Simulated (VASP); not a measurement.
Input of a VASP 6.6.1 run:

INCAR

```
ALGO     = Normal         # electronic algorithm
EDIFF    = 1E-7           # SCF threshold, eV
ENCUT    = 520            # plane-wave cutoff, eV
GGA      = CA             # functional
ISIF     = 2              # what is computed and relaxed
ISMEAR   = -1             # smearing method
LASPH    = T              # aspherical terms in the spheres
LCHARG   = F              # write CHGCAR
LREAL    = F              # projectors in reciprocal space
LWAVE    = F              # write WAVECAR
NBANDS   = 12             # bands
NELM     = 100            # most SCF steps
PREC     = Accurate       # precision mode
SIGMA    = 0.1            # smearing width, eV
```

The input KPOINTS:

```
k-points
0
Gamma
  15 15 15
```

File POSCAR:

```
V
1.0
    2.2814760981      0.0000000000      0.0000000000
    0.0000000000      2.2814760981      0.0000000000
    0.0000000000      0.0000000000      2.2814760981
V
1
Direct
    0.0000000000      0.0000000000      0.0000000000
```

Potentials or basis: VASP PAW LDA potentials, release 64 (V_sv).

Run with:

```console
$ cat potpaw_LDA.64/V_sv/POTCAR > POTCAR
$ mpirun -np 1 vasp_std > vasp.out
```

(1) What does it give for the pressure?

## Answers

(1) 28.4 GPa.
